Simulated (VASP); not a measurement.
# Mo (Im-3m) in VASP: further runs, part 2 of 2

VASP 6.6.1.

### 3 Single point, PBE (15.01 Å³/atom)

This run uses another cell than the first one, of 15.01 Å³/atom.

File INCAR:

```
ALGO = Normal
EDIFF = 1E-6
ENCUT = 520
GGA = PE
ISIF = 2
ISMEAR = -1
LASPH = T
LCHARG = T
LELF = T
LREAL = F
LVHAR = T
LWAVE = F
NBANDS = 13
NELM = 80
PREC = Accurate
SIGMA = 0.08
```

File KPOINTS:

```
k-points
0
Gamma
  17 17 17
```

File POSCAR:

```
Mo
1.0
   -1.5538586500      1.5538586500      1.5538586500
    1.5538586500     -1.5538586500      1.5538586500
    1.5538586500      1.5538586500     -1.5538586500
Mo
1
Direct
    0.0000000000      0.0000000000      0.0000000000
```

Potentials or basis: VASP PAW PBE potentials, release 64 (Mo_sv).

Command:

```bash
cat potpaw_PBE.64/Mo_sv/POTCAR > POTCAR
mpirun -np 1 vasp_std > vasp.out
```

OUTCAR:

```text
EDIFF = 1E-6
   ENCUT = 520
   GGA = PE
   ISIF = 2
   ISMEAR = -1
   LASPH = T
   LREAL = F
   NELM = 80
   PREC = Accurate

 ion  position               nearest neighbor table
   1  0.000  0.000  0.000-

  LATTYP: Found a body centered cubic cell.
 ALAT       =     3.1077173000

  Lattice vectors:

 A1 = (  -1.5538586500,   1.5538586500,   1.5538586500)
 A2 = (   1.5538586500,  -1.5538586500,   1.5538586500)
 A3 = (   1.5538586500,   1.5538586500,  -1.5538586500)

Analysis of symmetry for initial positions (statically):
=====================================================================
 Subroutine PRICEL returns:
 Original cell was already a primitive cell.

 Routine SETGRP: Setting up the symmetry group for a
 body centered cubic supercell.

 Subroutine GETGRP returns: Found 48 space group operations
 (whereof 48 operations were pure point group operations)
 out of a pool of 48 trial point group operations.

The static configuration has the point symmetry O_h .

Analysis of symmetry for dynamics (positions and initial velocities):
=====================================================================
 Subroutine PRICEL returns:
 Original cell was already a primitive cell.

 Routine SETGRP: Setting up the symmetry group for a
 body centered cubic supercell.

 Subroutine GETGRP returns: Found 48 space group operations
 (whereof 48 operations were pure point group operations)
 out of a pool of 48 trial point group operations.

The dynamic configuration has the point symmetry O_h .

 Subroutine INISYM returns: Found 48 space group operations
 (whereof 48 operations are pure point group operations),
 and found     1 'primitive' translations

----------------------------------------------------------------------------------------

                                     Primitive cell

  volume of cell :      15.0070

  direct lattice vectors                    reciprocal lattice vectors
    -1.553858650  1.553858650  1.553858650     0.000000000  0.321779590  0.321779590
     1.553858650 -1.553858650  1.553858650     0.321779590  0.000000000  0.321779590
     1.553858650  1.553858650 -1.553858650     0.321779590  0.321779590  0.000000000

  length of vectors
     2.691362130  2.691362130  2.691362130     0.455065061  0.455065061  0.455065061

  position of ions in fractional coordinates (direct lattice)
     0.000000000  0.000000000  0.000000000

  ion indices of the primitive-cell ions
   primitive index   ion index
                 1           1

----------------------------------------------------------------------------------------

 KPOINTS: k-points

Automatic generation of k-mesh.
 Grid dimensions read from file:
 generate k-points for:   17   17   17

 Generating k-lattice:

  Cartesian coordinates                     Fractional coordinates (reciprocal lattice)
     0.000000000  0.018928211  0.018928211     0.058823529  0.000000000  0.000000000
     0.018928211  0.000000000  0.018928211     0.000000000  0.058823529  0.000000000
     0.018928211  0.018928211  0.000000000     0.000000000  0.000000000  0.058823529

  Length of vectors
     0.026768533  0.026768533  0.026768533

  Shift w.r.t. Gamma in fractional coordinates (k-lattice)
     0.000000000  0.000000000  0.000000000

 Subroutine IBZKPT returns following result:
 ===========================================

 Found    165 irreducible k-points:

 Following reciprocal coordinates:
            Coordinates               Weight
  0.000000  0.000000  0.000000      1.000000
  0.058824  0.000000  0.000000     12.000000
  0.117647  0.000000  0.000000     12.000000
  0.176471  0.000000  0.000000     12.000000
  0.235294  0.000000  0.000000     12.000000
  0.294118  0.000000  0.000000     12.000000
[... 16 lines left out ...]
  0.411765  0.117647  0.000000     48.000000
  0.176471  0.176471  0.000000     24.000000
 [... further k-points ...]
   k-points           NKPTS =    165   k-points in BZ     NKDIM =    165   number of bands    NBANDS=     13
   number of dos      NEDOS =    301   number of ions     NIONS =      1
   total plane-waves  NPLWV =   8000
   dimension x,y,z NGX =    20 NGY =   20 NGZ =   20
   dimension x,y,z NGXF=    40 NGYF=   40 NGZF=   40
   ions per type =               1
   NGX,Y,Z   is equivalent  to a cutoff of  12.35, 12.35, 12.35 a.u.
   NGXF,Y,Z  is equivalent  to a cutoff of  24.71, 24.71, 24.71 a.u.
 SYSTEM =  unknown system
   PREC   = accura    normal or accurate (medium, high low for compatibility)
   ISTART =      0    job   : 0-new  1-cont  2-samecut
   ICHARG =      2    charge: 1-file 2-atom 10-const
   ISPIN  =      1    spin polarized calculation?
   LNONCOLLINEAR =      F non collinear calculations
   LSORBIT =      F    spin-orbit coupling
   LASPH  =      T    aspherical Exc in radial PAW
   ENCUT  =  520.0 eV  38.22 Ry    6.18 a.u.   5.00  5.00  5.00*2*pi/ulx,y,z
   NELM   =     80;   NELMIN=  2; NELMDL= -5     # of ELM steps
   EDIFF  = 0.1E-05   stopping-criterion for ELM
   LREAL  =      F    real-space projection
   EDIFFG = 0.1E-04   stopping-criterion for IOM
   NSW    =      0    number of steps for IOM
   IBRION =     -1    ionic relax: 0-MD 1-quasi-New 2-CG
   NFREE  =      0    steps in history (QN), initial steepest desc. (CG)
   ISIF   =      2    stress and relaxation
   ISYM   =      2    0-nonsym 1-usesym 2-fastsym
   POTIM  = 0.5000    time-step for ionic-motion
   TEBEG  =    0.0;   TEEND  =   0.0 temperature during run
   PSTRESS=    0.0 pullay stress
   NELECT =      14.0000    total number of electrons
   NUPDOWN=      -1.0000    fix difference up-down
   EMIN   =  10.00;   EMAX   =-10.00  energy-range for DOS
   EFERMI =   0.00;   METHOD = LEGACY
   ISMEAR =    -1;   SIGMA  =   0.08  broadening in eV -4-tet -1-fermi 0-gaus
   EFERMI_NEDOS =   21; number of points for ismear=-14 and -15
   IALGO  =     38    algorithm
   IMIX   =      4    mixing-type and parameters
     AMIX     =   0.40;   BMIX     =  1.00
     AMIX_MAG =   1.60;   BMIX_MAG =  1.00
  volume/ion in A,a.u.               =      15.01       101.27
  Fermi-wavevector in a.u.,A,eV,Ry     =   1.599629  3.022861 34.814774  2.558814
  Thomas-Fermi vector in A             =   2.696892
   LORBIT       =      0    0 simple, 1 ext, 2 COOP (PROOUT), +10 PAW based schemes
   GGA     = PE    functional components
   LHFCALC =     F    Hartree Fock is set to
   AEXX    =    0.0000 exact exchange contribution
   IVDW    =     0    specifies the selected vdW correction
   LEPSILON=     F    determine dielectric tensor
   LRPA    =     F    only Hartree local field effects (RPA)
 non-spin polarized calculation
  energy-cutoff  :      520.00
  volume of cell :       15.01
 maximum number of plane-waves:       420
   NGX =  9   NGY =  9   NGZ =  9

 number of electron      13.9999997 magnetization

 Free energy of the ion-electron system (eV)
  ---------------------------------------------------
  ext. energy  EPLUGINS =         0.00000000
  ---------------------------------------------------
  free energy    TOTEN  =       -10.90495061 eV

  energy without entropy =      -10.89300660  energy(sigma->0) =      -10.89897860

 E-fermi :  13.3085     XC(G=0): -13.6228

 val. band max:       13.2504528840   @ k =  -0.2941   0.2941   0.2941
 cond. band min:      13.3258806013   @ k =  -0.3529   0.3529   0.2353
 fundamental gap:      0.0754277173
 Fermi energy:        13.3085320530

 k-point     1 :       0.0000    0.0000    0.0000
  band No.  band energies     occupation
      1     -48.0324      2.00000
      2     -21.1978      2.00000
      3     -21.1978      2.00000
      4     -21.1978      2.00000
      5       5.8964      2.00000
      6      11.8138      2.00000
      7      11.8138      2.00000
      8      11.8138      2.00000
      9      14.9945      0.00000
     10      14.9945      0.00000
     11      28.1521      0.00000
     12      28.1521      0.00000
     13      28.1521      0.00000
[... 353 lines left out ...]
 k-point    24 :       0.1765    0.1765    0.0000
  band No.  band energies     occupation
      1     -47.8230      2.00000
      2     -22.2200      2.00000
      3     -21.5377      2.00000
      4     -21.3049      2.00000
      5       8.6956      2.00000
      6      10.5285      2.00000
      7      10.9178      2.00000
      8      14.1008      0.00010
      9      15.5955      0.00000
     10      16.1216      0.00000
     11      28.3791      0.00000
     12      29.4328      0.00000
     13      32.1421      0.00000

 [... further k-points ...]

------------------------ aborting loop because EDIFF is reached ----------------------------------------

  FORCE on cell =-STRESS in cart. coord.  units (eV):
  Direction    XX          YY          ZZ          XY          YZ          ZX
  --------------------------------------------------------------------------------------
  -------------------------------------------------------------------------------------
  Total        1.4476002      1.4476002      1.4476002     -0.0000000     -0.0000000      0.0000000
  in kB      154.5484608    154.5484608    154.5484608     -0.0000000     -0.0000000      0.0000000
  external PRESSURE =     154.5484608 kB  Pullay stress =       0.0000000 kB

 VOLUME and BASIS-vectors are now :
 -----------------------------------------------------------------------------
  energy-cutoff  :      520.00
  volume of cell :       15.01
      direct lattice vectors                 reciprocal lattice vectors
    -1.553858650  1.553858650  1.553858650     0.000000000  0.321779590  0.321779590
     1.553858650 -1.553858650  1.553858650     0.321779590  0.000000000  0.321779590
     1.553858650  1.553858650 -1.553858650     0.321779590  0.321779590  0.000000000

 POSITION                                       TOTAL-FORCE (eV/Angst)
 -----------------------------------------------------------------------------------
      0.00000      0.00000      0.00000         0.000000     -0.000000      0.000000
 -----------------------------------------------------------------------------------
    total drift:                                0.000000     -0.000000      0.000000

  FREE ENERGIE OF THE ION-ELECTRON SYSTEM (eV)
  ---------------------------------------------------
  free  energy   TOTEN  =       -10.9049506124 eV

  energy  without entropy=      -10.8930065974  energy(sigma->0) =      -10.89897860
```

stdout:

```text
POSCAR found type information on POSCAR Mo
 POSCAR found :  1 types and       1 ions
 scaLAPACK will be used
 LDA part: xc-table for (Slater+PW92), standard interpolation
 POSCAR, INCAR and KPOINTS ok, starting setup
 FFT: planning ... GRIDC
 FFT: planning ... GRID_SOFT
 FFT: planning ... GRID
 WAVECAR not read
 entering main loop
```

Wall time 16 s (1 thread of AMD EPYC 9R14 (Zen 4), shared host); peak memory 0.11 GiB.

What came out:

| Item | Value |
| --- | --- |
| Free energy | -10.9050 eV |
| Pressure | 15.5 GPa |
| Band gap on the k mesh | zero (bands 7 and 8 overlap by 5.42 eV) |

Caveat: the cell stands under pressure.
